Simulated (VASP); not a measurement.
A run of VASP 6.6.1 is set up as follows.

Contents of INCAR:

```
SYSTEM = Hf
PREC = Accurate
ENCUT = 520
EDIFF = 1E-7
ISMEAR = -1
SIGMA = 0.08
LREAL = .False.
LASPH = .True.
NELM = 80
ALGO = Normal
ISIF = 2
LWAVE = .False.
LCHARG = .True.
LDIPOL = .True.
IDIPOL = 3
DIPOL = 0.5 0.5 0.500
GGA = PS
LELF = .True.
LVHAR = .True.
LVACPOTAV = .True.
NBANDS = 17
```

The input KPOINTS:

```
Automatic mesh
0
Gamma
  12 12 1
  0 0 0
```

Contents of POSCAR:

```
Hf
1.0
    3.1584504466      0.0000000000      0.0000000000
   -1.5792252233      2.7352983234      0.0000000000
    0.0000000000      0.0000000000     18.5009000000
Hf
2
Direct
    0.8333333333      0.1666666667      0.4392023470
    0.1666666667      0.8333333333      0.5607976530
```

Potentials or basis: VASP PAW PBE potentials, release 64 (Hf_pv).

Command:

```bash
$ cat potpaw_PBE.64/Hf_pv/POTCAR > POTCAR
$ mpirun -np 1 vasp_std > vasp.out
```

Question: Estimate the largest force.

Answer: 0.054 eV/Å.

Question: What does it give for the band gap on the k mesh?

Answer: Zero (bands 10 and 11 overlap by 0.65 eV).

Forces in eV/Å, atoms in the order of the input:
```
Hf   0.000  0.000  0.054
Hf   0.000  0.000 -0.054
```

Caveat: the PAW data sets were made with another functional, which shifts forces and pressure a little; spin-orbit coupling is left out, which moves the levels of the heavy elements.
